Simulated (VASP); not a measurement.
Runs of VASP 6.6.1 on Bi2Te3. The structure is that of space group R-3m (No. 166), or close to it. The cells are those of the table. 

```csv
cell,gap on the mesh (eV),pressure (GPa),largest force (eV/Å)
"a = 10.262 Å, angles 24.2°, 5 atoms",0.24,(a),0.39
"a = 10.546 Å, angles 24.2°, 5 atoms",0.29,0.8,0.15
"a = 10.682 Å, angles 24.2°, 5 atoms",0.31,(c),0.36
"a = 10.335 Å, angles 24.2°, 5 atoms",0.25,(b),0.24
```

Alike in all rows: task single point; level PBE; potentials or basis VASP PAW PBE potentials, release 64 (Bi_d, Te); no spin polarisation; k mesh 6 × 6 × 6; cutoff (eV) 520; smearing gaussian 0.01 eV.

Estimate the missing entries.

(a) 5.8; (b) 4.3; (c) -1.0.

Caveats: spin-orbit coupling is left out, which moves the levels of the heavy elements; the cell stands under pressure (at least some runs).

A k mesh can miss the band edges, and the runs leave out spin-orbit coupling on Bi, Te.
